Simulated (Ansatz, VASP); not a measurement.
**LaYN2 in VASP and in Ansatz**

```
La Y N
1.0
     3.52818    0.00000    0.00000
    -1.76409    3.05549    0.00000
     0.00000    0.00000    6.13026
La Y N
1 1 2
Cartesian
  0.0000 0.0000 3.0651
  0.0000 0.0000 0.0000
  0.0000 2.0370 4.7218
  1.7641 1.0185 1.4085
```

Change from the starting cell: species swapped into the LiVS2 type (P-3m1, No. 164).

Alike in both runs: task relaxation of cell and atoms; functional PBE; k mesh 6 × 6 × 4; occupations gaussian, width 0.1 eV; no spin polarisation.

|  | VASP | Ansatz |
| --- | --- | --- |
| version | VASP 6.6.1 | Ansatz 0.2.0 |
| potentials or method | VASP PAW PBE potentials, release 64 (La, Y_sv, N), cutoff 600 eV | scalar-relativistic, plane waves, PAW |
| valence electrons in the cell | 32 | 32 |

```csv
,VASP,Ansatz,Ansatz less VASP
"gap on the k mesh at the Fermi level, each at its own relaxed structure (eV)",0.07,0.06,-0.003
relaxed volume (Å³/atom),16.79,16.79,+0.004
relaxed length of the cell vector where the two differ most in proportion (Å),6.222,6.228,+0.0063
```

Neither program's run includes spin-orbit coupling.
